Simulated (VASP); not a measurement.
A run of VASP 6.6.1:

INCAR

```
SYSTEM = Zr2TiH6
ALGO     = Normal         ! electronic algorithm
EDIFF    = 1E-6           ! SCF threshold, eV
EDIFFG   = -0.01          ! ionic threshold
ENCUT    = 600            ! plane-wave cutoff, eV
GGA      = PE             ! functional
IBRION   = 2              ! ionic algorithm
ISIF     = 3              ! what is computed and relaxed
ISMEAR   = 0              ! smearing method
LASPH    = .True.         ! aspherical terms in the spheres
LCHARG   = .False.        ! write CHGCAR
LREAL    = .False.        ! projectors in reciprocal space
LWAVE    = .False.        ! write WAVECAR
NELM     = 100            ! most SCF steps
NSW      = 100            ! ionic steps
PREC     = Accurate       ! precision mode
SIGMA    = 0.1            ! smearing width, eV
```

Contents of KPOINTS:

```
k-points
0
Gamma
  10 10 10
  0 0 0
```

File POSCAR:

```
Zr2TiH6
1.0
    0.0000000000      3.4011842557      3.4011842557
    3.4011842557      0.0000000000      3.4011842557
    3.4011842557      3.4011842557      0.0000000000
Zr Ti H
2 1 6
Direct
    0.2500000000      0.2500000000      0.2500000000
    0.7500000000      0.7500000000      0.7500000000
    0.0000000000      0.0000000000      0.0000000000
    0.7296253537      0.2703746463      0.2703746463
    0.2703746463      0.7296253537      0.7296253537
    0.2703746463      0.7296253537      0.2703746463
    0.7296253537      0.2703746463      0.7296253537
    0.2703746463      0.2703746463      0.7296253537
    0.7296253537      0.7296253537      0.2703746463
```

Potentials or basis: VASP PAW PBE potentials, release 64 (Zr_sv, Ti_sv, H).

The run is started by

```console
$ cat potpaw_PBE.64/Zr_sv/POTCAR potpaw_PBE.64/Ti_sv/POTCAR potpaw_PBE.64/H/POTCAR > POTCAR
$ mpirun -np 1 vasp_std > vasp.out
```

Hardware: 1 thread of Intel(R) Xeon(R) Platinum 8488C (Sapphire Rapids), on a shared host.

Problem. Estimate the wall time of this run.

Solution. Wall time 2.9 min on 1 thread of Intel(R) Xeon(R) Platinum 8488C (Sapphire Rapids), with other jobs on the host, peak memory 0.33 GiB. Counts: scf iterations 24, k points 47, ion steps 2.
